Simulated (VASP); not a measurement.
# ZnCl4 (Im-3m) in VASP: further runs

The runs below take ZnCl4 through relaxation of cell and atoms, single point, with PBE.

All numbers are computed with VASP 6.6.1; they aren't measurements. Logs are shortened: lines on timing, memory, paths and dates and some standing lists are left out, and cuts for length are marked.

## Step 1: The cell of the first run

Symmetry: Im-3m, No. 229, cubic system. The conventional cell has a = 6.421 Å, b = 6.421 Å, c = 6.421 Å, α = 90.00°, β = 90.00°, γ = 90.00°. Zn (site symmetry m-3m) has 8 Cl at 2.78 Å within 3.7 Å. Within 3.7 Å of Cl (site symmetry -3m) lie 2 Zn at 2.78 Å and 6 Cl at 3.21 Å.

The cell was built from a structure type or drawn by symmetry, and may not be a known phase.

## Step 2: Relaxation of cell and atoms, PBE

The input, INCAR:

```
SYSTEM = ZnCl4
  PREC = Accurate
  ENCUT = 600
  EDIFF = 1E-6
  ISMEAR = 0
  SIGMA = 0.1
  LREAL = .False.
  LASPH = .True.
  NELM = 100
  ALGO = Fast
  ISIF = 3
  LWAVE = .False.
  LCHARG = .False.
  GGA = PE
  IBRION = 2
  NSW = 100
  EDIFFG = -0.01
```

The input, KPOINTS:

```
Automatic mesh
0
Gamma
  8 8 8
  0 0 0
```

The input, POSCAR:

```
ZnCl4
1.0
   -3.2104600600      3.2104600600      3.2104600600
    3.2104600600     -3.2104600600      3.2104600600
    3.2104600600      3.2104600600     -3.2104600600
Zn Cl
1 4
Direct
    0.0000000000      0.0000000000      0.0000000000
    0.0000000000      0.0000000000      0.5000000000
    0.0000000000      0.5000000000      0.0000000000
    0.5000000000      0.0000000000      0.0000000000
    0.5000000000      0.5000000000      0.5000000000
```

Potentials or basis: VASP PAW PBE potentials, release 64 (Zn, Cl).

Run with:

```sh
cat potpaw_PBE.64/Zn/POTCAR potpaw_PBE.64/Cl/POTCAR > POTCAR
mpirun -np 1 vasp_std > vasp.out
```

OUTCAR:

```text
SYSTEM = ZnCl4
   PREC = Accurate
   ENCUT = 600
   EDIFF = 1E-6
   ISMEAR = 0
   LREAL = .False.
   LASPH = .True.
   NELM = 100
   ISIF = 3
   GGA = PE
   IBRION = 2
   NSW = 100
   EDIFFG = -0.01

 ion  position               nearest neighbor table
   1  0.000  0.000  0.000-   2 2.78   3 2.78   4 2.78   5 2.78   2 2.78   3 2.78   4 2.78   5 2.78

   2  0.000  0.000  0.500-   1 2.78   1 2.78
   3  0.000  0.500  0.000-   1 2.78   1 2.78
   4  0.500  0.000  0.000-   1 2.78   1 2.78
   5  0.500  0.500  0.500-   1 2.78   1 2.78

  LATTYP: Found a body centered cubic cell.
 ALAT       =     6.4209201200

  Lattice vectors:

 A1 = (  -3.2104600600,   3.2104600600,   3.2104600600)
 A2 = (   3.2104600600,  -3.2104600600,   3.2104600600)
 A3 = (   3.2104600600,   3.2104600600,  -3.2104600600)

Analysis of symmetry for initial positions (statically):
=====================================================================
 Subroutine PRICEL returns:
 Original cell was already a primitive cell.

 Routine SETGRP: Setting up the symmetry group for a
 body centered cubic supercell.

 Subroutine GETGRP returns: Found 48 space group operations
 (whereof 48 operations were pure point group operations)
 out of a pool of 48 trial point group operations.

The static configuration has the point symmetry O_h .

Analysis of symmetry for dynamics (positions and initial velocities):
=====================================================================
 Subroutine PRICEL returns:
 Original cell was already a primitive cell.

 Routine SETGRP: Setting up the symmetry group for a
 body centered cubic supercell.

 Subroutine GETGRP returns: Found 48 space group operations
 (whereof 48 operations were pure point group operations)
 out of a pool of 48 trial point group operations.

The dynamic configuration has the point symmetry O_h .

 Subroutine INISYM returns: Found 48 space group operations
 (whereof 48 operations are pure point group operations),
 and found     1 'primitive' translations

----------------------------------------------------------------------------------------

                                     Primitive cell

  volume of cell :     132.3615

  direct lattice vectors                    reciprocal lattice vectors
    -3.210460060  3.210460060  3.210460060     0.000000000  0.155740919  0.155740919
     3.210460060 -3.210460060  3.210460060     0.155740919  0.000000000  0.155740919
     3.210460060  3.210460060 -3.210460060     0.155740919  0.155740919  0.000000000

  length of vectors
     5.560679940  5.560679940  5.560679940     0.220250920  0.220250920  0.220250920

  position of ions in fractional coordinates (direct lattice)
     0.000000000  0.000000000  0.000000000
     0.000000000  0.000000000  0.500000000
[... 72 lines left out ...]
   NGXF,Y,Z  is equivalent  to a cutoff of  28.70, 28.70, 28.70 a.u.
 SYSTEM =  ZnCl4
   PREC   = accura    normal or accurate (medium, high low for compatibility)
   ISTART =      0    job   : 0-new  1-cont  2-samecut
   ICHARG =      2    charge: 1-file 2-atom 10-const
   ISPIN  =      1    spin polarized calculation?
   LNONCOLLINEAR =      F non collinear calculations
   LSORBIT =      F    spin-orbit coupling
   LASPH  =      T    aspherical Exc in radial PAW
   ENCUT  =  600.0 eV  44.10 Ry    6.64 a.u.  11.11 11.11 11.11*2*pi/ulx,y,z
   NELM   =    100;   NELMIN=  2; NELMDL= -5     # of ELM steps
   EDIFF  = 0.1E-05   stopping-criterion for ELM
   LREAL  =      F    real-space projection
   EDIFFG = -.1E-01   stopping-criterion for IOM
   NSW    =    100    number of steps for IOM
   IBRION =      2    ionic relax: 0-MD 1-quasi-New 2-CG
   NFREE  =      1    steps in history (QN), initial steepest desc. (CG)
   ISIF   =      3    stress and relaxation
   ISYM   =      2    0-nonsym 1-usesym 2-fastsym
   POTIM  = 0.5000    time-step for ionic-motion
   TEBEG  =    0.0;   TEEND  =   0.0 temperature during run
   PSTRESS=    0.0 pullay stress
   NELECT =      40.0000    total number of electrons
   NUPDOWN=      -1.0000    fix difference up-down
   EMIN   =  10.00;   EMAX   =-10.00  energy-range for DOS
   EFERMI =   0.00;   METHOD = LEGACY
   ISMEAR =     0;   SIGMA  =   0.10  broadening in eV -4-tet -1-fermi 0-gaus
   EFERMI_NEDOS =   21; number of points for ismear=-14 and -15
   IALGO  =     68    algorithm
   IMIX   =      4    mixing-type and parameters
     AMIX     =   0.40;   BMIX     =  1.00
     AMIX_MAG =   1.60;   BMIX_MAG =  1.00
  volume/ion in A,a.u.               =      26.47       178.64
  Fermi-wavevector in a.u.,A,eV,Ry     =   1.098603  2.076059 16.421268  1.206929
  Thomas-Fermi vector in A             =   2.234984
   LORBIT       =      0    0 simple, 1 ext, 2 COOP (PROOUT), +10 PAW based schemes
   GGA     = PE    functional components
   LHFCALC =     F    Hartree Fock is set to
   AEXX    =    0.0000 exact exchange contribution
   IVDW    =     0    specifies the selected vdW correction
   LEPSILON=     F    determine dielectric tensor
   LRPA    =     F    only Hartree local field effects (RPA)
 conjugate gradient relaxation of ions
 non-spin polarized calculation
 RMM-DIIS sequential band-by-band and
 Gauss-broadening in eV      SIGMA  =   0.10
  energy-cutoff  :      600.00
  volume of cell :      132.36
 maximum number of plane-waves:      4431
 NGX is ok and might be reduce to    48
   NGX = 23   NGY = 23   NGZ = 23

--------------------------------------- Ionic step        1  -------------------------------------------

 number of electron      40.0000012 magnetization

 Free energy of the ion-electron system (eV)
  ---------------------------------------------------
  ext. energy  EPLUGINS =         0.00000000
  ---------------------------------------------------
  free energy    TOTEN  =        -8.46057464 eV

  energy without entropy =       -8.42194765  energy(sigma->0) =       -8.44126114

 E-fermi :  -0.5199     XC(G=0):  -8.2581

 val. band max:       -0.5219179548   @ k =   0.3750   0.1250  -0.0000
 cond. band min:      -0.4963988096   @ k =  -0.3750   0.5000   0.1250
 fundamental gap:      0.0255191452
 Fermi energy:        -0.5198736388

 k-point     1 :       0.0000    0.0000    0.0000
  band No.  band energies     occupation
      1     -14.7585      2.00000
      2     -13.6867      2.00000
      3     -13.6867      2.00000
      4     -13.6867      2.00000
      5      -6.3688      2.00000
      6      -6.3688      2.00000
[... 755 lines left out ...]
--------------------------------------- Ionic step        4  -------------------------------------------

 number of electron      40.0000006 magnetization

 Free energy of the ion-electron system (eV)
  ---------------------------------------------------
  ext. energy  EPLUGINS =         0.00000000
  ---------------------------------------------------
  free energy    TOTEN  =        -8.67405517 eV

  energy without entropy =       -8.64107237  energy(sigma->0) =       -8.65756377

 E-fermi :   0.6626     XC(G=0):  -8.8465

 val. band max:        0.6562624081   @ k =   0.3750   0.1250  -0.0000
 cond. band min:       0.6742675434   @ k =  -0.3750   0.3750   0.3750
 fundamental gap:      0.0180051353
 Fermi energy:         0.6625806801

 k-point     1 :       0.0000    0.0000    0.0000
  band No.  band energies     occupation
      1     -14.2630      2.00000
      2     -12.7882      2.00000
      3     -12.7882      2.00000
      4     -12.7882      2.00000
      5      -5.2498      2.00000
      6      -5.2498      2.00000
[... 671 lines left out ...]
  FREE ENERGIE OF THE ION-ELECTRON SYSTEM (eV)
  ---------------------------------------------------
  free  energy   TOTEN  =        -8.6740551705 eV

  energy  without entropy=       -8.6410723683  energy(sigma->0) =       -8.65756377

 reached required accuracy - stopping structural energy minimisation
```

CONTCAR:

```text
ZnCl4
   1.00000000000000
    -3.0728568174050066    3.0728568174050066    3.0728568174050066
     3.0728568174050066   -3.0728568174050066    3.0728568174050066
     3.0728568174050066    3.0728568174050066   -3.0728568174050066
  Zn              Cl
     1     4
Direct
     1.0000000000000000    1.0000000000000000    1.0000000000000000
     0.0000000000000000    0.0000000000000000    0.5000000000000000
     0.0000000000000000    0.5000000000000000    1.0000000000000000
     0.5000000000000000    1.0000000000000000    0.0000000000000000
     0.5000000000000000    0.5000000000000000    0.5000000000000000

  0.00000000E+00  0.00000000E+00  0.00000000E+00
  0.00000000E+00  0.00000000E+00  0.00000000E+00
  0.00000000E+00  0.00000000E+00  0.00000000E+00
  0.00000000E+00  0.00000000E+00  0.00000000E+00
  0.00000000E+00  0.00000000E+00  0.00000000E+00
```

It took 5 min on 1 thread of AMD EPYC 9R45 (Zen 5), shared host; peak memory 0.36 GiB.

What came out:

| Property | Result |
| --- | --- |
| Free energy | -8.6741 eV |
| Relaxed volume | 23.21 Å³/atom |
| Relaxed cell | a = 5.322 Å, b = 5.322 Å, c = 5.322 Å, α = 109.47°, β = 109.47°, γ = 109.47° |
| Space group after relaxing (to 0.1 Å) | Im-3m (No. 229) |
| Energy gained by relaxing | 42.7 meV/atom |
| Ionic steps | 4 |
| Pressure after relaxing | 0.0 GPa |
| Band gap on the k mesh | zero (bands 20 and 21 overlap by 1.97 eV) |

Step by step:
```
step  energy change (eV)  largest force (eV/Å)  pressure (GPa)  volume (Å³)
   1              0.0000                0.0000           -3.68       132.36
   2             -0.1901                0.0000           -1.46       121.04
   3             -0.2133                0.0000           -0.15       116.54
   4             -0.2135                0.0000            0.03       116.06
```

Final structure:
```yaml
crystal:
  lattice:
    - [-3.07286, 3.07286, 3.07286]
    - [3.07286, -3.07286, 3.07286]
    - [3.07286, 3.07286, -3.07286]
  atoms:
    - { symbol: Zn, position: [0.00000, 0.00000, 0.00000] }
    - { symbol: Cl, position: [0.00000, 0.00000, 0.50000] }
    - { symbol: Cl, position: [0.00000, 0.50000, 0.00000] }
    - { symbol: Cl, position: [0.50000, 0.00000, 0.00000] }
    - { symbol: Cl, position: [0.50000, 0.50000, 0.50000] }
```

## Step 3: Single point, PBE

The input, INCAR:

```
SYSTEM = ZnCl4
ALGO     = Normal         ! electronic algorithm
EDIFF    = 1E-6           ! SCF threshold, eV
ENCUT    = 520            ! plane-wave cutoff, eV
GGA      = PE             ! functional
ISIF     = 2              ! what is computed and relaxed
ISMEAR   = 0              ! smearing method
LASPH    = .True.         ! aspherical terms in the spheres
LCHARG   = .False.        ! write CHGCAR
LREAL    = .False.        ! projectors in reciprocal space
LWAVE    = .False.        ! write WAVECAR
NBANDS   = 28             ! bands
NELM     = 100            ! most SCF steps
PREC     = Accurate       ! precision mode
SIGMA    = 0.1            ! smearing width, eV
```

The input, KPOINTS:

```
k-points
0
Gamma
  4 4 4
  0 0 0
```

POSCAR is that of step 2.

Potentials or basis: VASP PAW PBE potentials, release 64 (Zn, Cl).

Run with:

```sh
cat potpaw_PBE.64/Zn/POTCAR potpaw_PBE.64/Cl/POTCAR > POTCAR
mpirun -np 1 vasp_std > vasp.out
```

OUTCAR:

```text
SYSTEM = ZnCl4
   EDIFF = 1E-6
   ENCUT = 520
   GGA = PE
   ISIF = 2
   ISMEAR = 0
   LASPH = .True.
   LREAL = .False.
   NELM = 100
   PREC = Accurate

 ion  position               nearest neighbor table
   1  0.000  0.000  0.000-   2 2.78   3 2.78   4 2.78   5 2.78   2 2.78   3 2.78   4 2.78   5 2.78

   2  0.000  0.000  0.500-   1 2.78   1 2.78
   3  0.000  0.500  0.000-   1 2.78   1 2.78
   4  0.500  0.000  0.000-   1 2.78   1 2.78
   5  0.500  0.500  0.500-   1 2.78   1 2.78

  LATTYP: Found a body centered cubic cell.
 ALAT       =     6.4209201200

  Lattice vectors:

 A1 = (  -3.2104600600,   3.2104600600,   3.2104600600)
 A2 = (   3.2104600600,  -3.2104600600,   3.2104600600)
 A3 = (   3.2104600600,   3.2104600600,  -3.2104600600)

Analysis of symmetry for initial positions (statically):
=====================================================================
 Subroutine PRICEL returns:
 Original cell was already a primitive cell.

 Routine SETGRP: Setting up the symmetry group for a
[... 157 lines left out ...]

 E-fermi :  -0.5124     XC(G=0):  -8.2590

 val. band max:       -0.5617745745   @ k =   0.0000   0.0000   0.0000
 cond. band min:      -0.4995033928   @ k =   0.5000   0.0000   0.0000
 fundamental gap:      0.0622711817
 Fermi energy:        -0.5123875627

 k-point     1 :       0.0000    0.0000    0.0000
  band No.  band energies     occupation
      1     -14.7669      2.00000
      2     -13.6958      2.00000
      3     -13.6958      2.00000
      4     -13.6958      2.00000
      5      -6.3545      2.00000
      6      -6.3545      2.00000
[... 237 lines left out ...]
     27       9.6499      0.00000
     28       9.6499      0.00000

------------------------ aborting loop because EDIFF is reached ----------------------------------------

  FORCE on cell =-STRESS in cart. coord.  units (eV):
  Direction    XX          YY          ZZ          XY          YZ          ZX
  --------------------------------------------------------------------------------------
  -------------------------------------------------------------------------------------
  Total       -3.1270391     -3.1270391     -3.1270391      0.0000000      0.0000000      0.0000000
  in kB      -37.8514117    -37.8514117    -37.8514117      0.0000000      0.0000000      0.0000000
  external PRESSURE =     -37.8514117 kB  Pullay stress =       0.0000000 kB

 VOLUME and BASIS-vectors are now :
 -----------------------------------------------------------------------------
  energy-cutoff  :      520.00
  volume of cell :      132.36
      direct lattice vectors                 reciprocal lattice vectors
    -3.210460060  3.210460060  3.210460060     0.000000000  0.155740919  0.155740919
     3.210460060 -3.210460060  3.210460060     0.155740919  0.000000000  0.155740919
     3.210460060  3.210460060 -3.210460060     0.155740919  0.155740919  0.000000000

 POSITION                                       TOTAL-FORCE (eV/Angst)
 -----------------------------------------------------------------------------------
      0.00000      0.00000      0.00000         0.000000     -0.000000      0.000000
      1.60523      1.60523     -1.60523        -0.000000      0.000000     -0.000000
      1.60523     -1.60523      1.60523         0.000000     -0.000000      0.000000
     -1.60523      1.60523      1.60523        -0.000000      0.000000     -0.000000
      1.60523      1.60523      1.60523         0.000000     -0.000000      0.000000
 -----------------------------------------------------------------------------------
    total drift:                               -0.000000     -0.000000      0.000000

  FREE ENERGIE OF THE ION-ELECTRON SYSTEM (eV)
  ---------------------------------------------------
  free  energy   TOTEN  =        -8.4717866969 eV

  energy  without entropy=       -8.4314229027  energy(sigma->0) =       -8.45160480
```

OSZICAR:

```text
N       E                     dE             d eps       ncg     rms          rms(c)
DAV:   1     0.329061001490E+03    0.32906E+03   -0.17899E+04   448   0.137E+03
DAV:   2     0.279577262419E+02   -0.30110E+03   -0.28834E+03   536   0.312E+02
DAV:   3    -0.845796015237E+01   -0.36416E+02   -0.35825E+02   508   0.114E+02
DAV:   4    -0.947482567713E+01   -0.10169E+01   -0.10122E+01   544   0.211E+01
DAV:   5    -0.949256525605E+01   -0.17740E-01   -0.17735E-01   528   0.276E+00    0.604E+00
DAV:   6    -0.861940124120E+01    0.87316E+00   -0.16196E+00   604   0.383E+01    0.445E+00
DAV:   7    -0.848364639375E+01    0.13575E+00   -0.55383E-01   516   0.482E+00    0.180E+00
DAV:   8    -0.847207672415E+01    0.11570E-01   -0.36147E-02   536   0.125E+00    0.651E-01
DAV:   9    -0.847147805126E+01    0.59867E-03   -0.60767E-03   516   0.521E-01    0.180E-01
DAV:  10    -0.847174265541E+01   -0.26460E-03   -0.66906E-04   520   0.193E-01    0.560E-02
DAV:  11    -0.847178200661E+01   -0.39351E-04   -0.34397E-05   504   0.537E-02    0.121E-02
DAV:  12    -0.847178514378E+01   -0.31372E-05   -0.82291E-06   520   0.225E-02    0.547E-03
DAV:  13    -0.847178618511E+01   -0.10413E-05   -0.11761E-06   372   0.101E-02    0.173E-03
DAV:  14    -0.847178669688E+01   -0.51177E-06   -0.41667E-07   308   0.401E-03
   1 F= -.84717867E+01 E0= -.84516048E+01  d E =-.403638E-01
```

stdout:

```text
POSCAR found type information on POSCAR ZnCl
 POSCAR found :  2 types and       5 ions
 scaLAPACK will be used
 LDA part: xc-table for (Slater+PW92), standard interpolation
 POSCAR, INCAR and KPOINTS ok, starting setup
 FFT: planning ... GRIDC
 FFT: planning ... GRID_SOFT
 FFT: planning ... GRID
 WAVECAR not read
 entering main loop
```

Run time: 21 s. Hardware: 1 thread of AMD EPYC 9R45 (Zen 5), shared host; peak memory 0.22 GiB.

Results:

* Free energy: -8.4718 eV
* Pressure: -3.8 GPa
* Band gap on the k mesh: zero (bands 20 and 21 overlap by 1.39 eV)

Levels at points of the mesh, in eV from the Fermi level:
```tsv
k point	band 17	band 18	band 19	band 20	band 21	band 22
(0.00, 0.00, 0.00)	-0.34	-0.34	-0.08	-0.05	0.48	0.48
(0.50, 0.00, 0.00)	-1.25	-1.07	-0.97	0.01	0.06	2.82
(0.50, 0.50, 0.50)	-0.08	-0.08	0.18	0.18	0.18	4.55
```

Caveat: the cell stands under tension.
